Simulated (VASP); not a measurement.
Here is a VASP 6.6.1 calculation.

The input INCAR:

```
PREC = Accurate ; ENCUT = 520
EDIFF = 1E-7 ; ISMEAR = 0
SIGMA = 0.1 ; LREAL = Auto
LASPH = T ; NELM = 60
ALGO = Normal ; ISIF = 2
LWAVE = F ; LCHARG = F
LDIPOL = T ; IDIPOL = 3
DIPOL = 0.5 0.5 0.325 ; GGA = PE
NBANDS = 44
```

Contents of KPOINTS:

```
regular mesh
0
Gamma
  5 3 1
```

The input POSCAR:

```
Al18N
1.0
    5.7070863110      0.0000000000      0.0000000000
   -1.4267715777      9.7014842373      0.0000000000
    0.0000000000      0.0000000000     20.2903703481
Al N
18 1
Direct
    0.2662216041      0.0648864163      0.1971378507
    0.7662216041      0.0648864163      0.1971378507
    0.3354806058      0.3419224231      0.2462112388
    0.8354806058      0.3419224231      0.2462112388
    0.1493324061      0.5973296244      0.2560259164
    0.6493324061      0.5973296244      0.2560259164
    0.4631842064      0.8527368258      0.2658405941
    0.9631842064      0.8527368258      0.2658405941
    0.0319772070      0.1277109165      0.3154271774
    0.5319772070      0.1277109165      0.3154271774
    0.0997917582      0.4042231291      0.3707799915
    0.5997917582      0.4042231291      0.3707799915
    0.4144000518      0.6596656508      0.3785021759
    0.9144000518      0.6596656508      0.3785021759
    0.2263076905      0.9110819252      0.3874246333
    0.7263076905      0.9110819252      0.3874246333
    0.2962427210      0.1814071991      0.4332286793
    0.7962427210      0.1814071991      0.4332286793
    0.6712427210      0.9314071991      0.4720705302
```

Potentials or basis: VASP PAW PBE potentials, release 64 (Al, N).

The run is started by

```sh
$ cat potpaw_PBE.64/Al/POTCAR potpaw_PBE.64/N/POTCAR > POTCAR
$ mpirun -np 1 vasp_std > vasp.out
```

(1) What does it give for the band gap on the k mesh?

(2) Estimate the largest force.

Answers

(1) zero (an odd number of electrons rules out a gap without spin polarisation).

(2) 1.708 eV/Å.
